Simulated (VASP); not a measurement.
# GaN (F-43m) in VASP: further runs, part 2 of 2

VASP 6.6.1. The steps go on from the part before.

**4. Single point, PBEsol**

This run uses another cell than the first one, of 11.38 Å³/atom.

Input file INCAR:

```
  ALGO = Normal
  EDIFF = 1E-6
  ENCUT = 600
  GGA = PS
  GGA_COMPAT = False
  ISIF = 2
  ISMEAR = 0
  LASPH = True
  LCHARG = False
  LREAL = False
  LWAVE = False
  NBANDS = 16
  NELM = 120
  PREC = Accurate
  SIGMA = 0.01
```

Input file KPOINTS:

```
k-points
0
Gamma
  8 8 8
```

Input file POSCAR:

```
GaN
1.0
    0.0000000000      2.2489919683      2.2489919683
    2.2489919683      0.0000000000      2.2489919683
    2.2489919683      2.2489919683      0.0000000000
Ga N
1 1
Direct
    0.0000000000      0.0000000000      0.0000000000
    0.2500000000      0.2500000000      0.2500000000
```

Potentials or basis: VASP PAW PBE potentials, release 64 (Ga_d, N).

Run with:

```sh
> cat potpaw_PBE.64/Ga_d/POTCAR potpaw_PBE.64/N/POTCAR > POTCAR
> mpirun -np 1 vasp_std > vasp.out
```

OUTCAR:

```text
EDIFF = 1E-6
   ENCUT = 600
   GGA = PS
   ISIF = 2
   ISMEAR = 0
   LASPH = True
   LREAL = False
   NELM = 120
   PREC = Accurate

 ion  position               nearest neighbor table
   1  0.000  0.000  0.000-   2 1.95   2 1.95   2 1.95   2 1.95
   2  0.250  0.250  0.250-   1 1.95   1 1.95   1 1.95   1 1.95

  LATTYP: Found a face centered cubic cell.
 ALAT       =     4.4979839366

  Lattice vectors:

 A1 = (   0.0000000000,   2.2489919683,   2.2489919683)
 A2 = (   2.2489919683,   0.0000000000,   2.2489919683)
 A3 = (   2.2489919683,   2.2489919683,   0.0000000000)

Analysis of symmetry for initial positions (statically):
=====================================================================
 Subroutine PRICEL returns:
 Original cell was already a primitive cell.

 Routine SETGRP: Setting up the symmetry group for a
 face centered cubic supercell.

 Subroutine GETGRP returns: Found 24 space group operations
 (whereof 24 operations were pure point group operations)
 out of a pool of 48 trial point group operations.

The static configuration has the point symmetry T_d .

[... 158 lines left out ...]

  energy without entropy =      -13.12382452  energy(sigma->0) =      -13.12382452

 E-fermi :   5.3767     XC(G=0): -11.9342

 val. band max:        5.2155455174   @ k =   0.0000   0.0000   0.0000
 cond. band min:       6.9367297740   @ k =   0.0000   0.0000   0.0000
 fundamental gap:      1.7211842566
 Fermi energy:         5.3767321569

 k-point     1 :       0.0000    0.0000    0.0000
  band No.  band energies     occupation
      1     -10.7691      2.00000
      2      -8.1939      2.00000
      3      -8.1939      2.00000
      4      -8.1939      2.00000
      5      -7.8626      2.00000
      6      -7.8626      2.00000
[... 433 lines left out ...]
      3      -8.0226      2.00000
      4      -7.8845      2.00000
      5      -7.8290      2.00000
      6      -6.2948      2.00000
[... 8 lines left out ...]
     15      23.9286      0.00000
     16      26.2163      0.00000

 [... further k-points ...]

------------------------ aborting loop because EDIFF is reached ----------------------------------------

  FORCE on cell =-STRESS in cart. coord.  units (eV):
  Direction    XX          YY          ZZ          XY          YZ          ZX
  --------------------------------------------------------------------------------------
  -------------------------------------------------------------------------------------
  Total       -0.0542867     -0.0542867     -0.0542867      0.0000000      0.0000000      0.0000000
  in kB       -3.8230510     -3.8230510     -3.8230510      0.0000000      0.0000000      0.0000000
  external PRESSURE =      -3.8230510 kB  Pullay stress =       0.0000000 kB

 VOLUME and BASIS-vectors are now :
 -----------------------------------------------------------------------------
  energy-cutoff  :      600.00
  volume of cell :       22.75
      direct lattice vectors                 reciprocal lattice vectors
     0.000000000  2.248991968  2.248991968    -0.222321826  0.222321826  0.222321826
     2.248991968  0.000000000  2.248991968     0.222321826 -0.222321826  0.222321826
     2.248991968  2.248991968  0.000000000     0.222321826  0.222321826 -0.222321826

 POSITION                                       TOTAL-FORCE (eV/Angst)
 -----------------------------------------------------------------------------------
      0.00000      0.00000      0.00000         0.000000      0.000000     -0.000000
      1.12450      1.12450      1.12450        -0.000000     -0.000000      0.000000
 -----------------------------------------------------------------------------------
    total drift:                                0.000000      0.000000      0.000000

  FREE ENERGIE OF THE ION-ELECTRON SYSTEM (eV)
  ---------------------------------------------------
  free  energy   TOTEN  =       -13.1238245150 eV

  energy  without entropy=      -13.1238245150  energy(sigma->0) =      -13.12382452
```

Run time: 17 s. Hardware: 1 thread of Intel Xeon Platinum 8488C (Sapphire Rapids), shared host; peak memory 0.16 GiB.

Results:

| Property | Result |
| --- | --- |
| Free energy | -13.1238 eV |
| Pressure | -0.4 GPa |
| Band gap on the k mesh | 1.72 eV |

Caveat: the PAW data sets were made with another functional, which shifts forces and pressure a little.

**5. Overview**

```tsv
cell	gap on the mesh (eV)	pressure (GPa)
a = 3.149 Å, angles 60.0°, 2 atoms	1.91	5.6
a = 3.139 Å, angles 60.0°, 2 atoms	1.97	7.6
a = 3.181 Å, angles 60.0°, 2 atoms	1.72	-0.4
```

Alike in all rows: task single point; level PBEsol; potentials or basis VASP PAW PBE potentials, release 64 (Ga_d, N); no spin polarisation; k mesh 8 × 8 × 8; cutoff (eV) 600; smearing gaussian 0.01 eV.

Caveats: the PAW data sets were made with another functional, which shifts forces and pressure a little; the cell stands under pressure (at least some runs).

Absolute energies hang on the potentials; compare differences alone.
